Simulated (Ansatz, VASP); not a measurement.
**Al3Ni2 in VASP and in Ansatz**

```
Al Ni
1.0
     3.80639    0.00000    0.00000
    -1.90319    3.29643    0.00000
     0.00000    0.00000    5.10460
Al Ni
3 2
Direct
  0.00000 0.00000 0.00000
  0.33333 0.66667 0.64844
  0.66667 0.33333 0.35156
  0.33333 0.66667 0.14621
  0.66667 0.33333 0.85379
```

Change from the starting cell: strain -0.050 along x and y, +0.050 along z, atoms carried along.

Alike in both runs: task single point; functional r2SCAN; k mesh 12 × 12 × 10; occupations gaussian, width 0.15 eV; no spin polarisation.

|  | VASP | Ansatz |
| --- | --- | --- |
| version | VASP 6.6.1 | Ansatz 0.2.0 |
| potentials or method | VASP PAW PBE potentials, release 64 (Al, Ni), cutoff 520 eV | scalar-relativistic, plane waves, PAW |
| valence electrons in the cell | 29 | 45 |

```tsv
	VASP	Ansatz	Ansatz less VASP
gap on the k mesh at the Fermi level (eV)	none	none	-
pressure (GPa)	9.2	9.5	+0.28
traceless stress, the component that is largest in VASP (GPa)	-15.00	-15.12	-0.120
rms of the force components (eV/Å)	0.109	0.101	-0.0087
```

VASP's potentials were made for PBE, not for r2SCAN. Atom by atom the forces differ by 0.009 eV/Å (rms over components). A gap of «none» marks a metal or a gap that the smearing closes. VASP's potentials hold 29 valence electrons a cell and Ansatz's 45, so a difference there can come from the potentials and not from the codes.
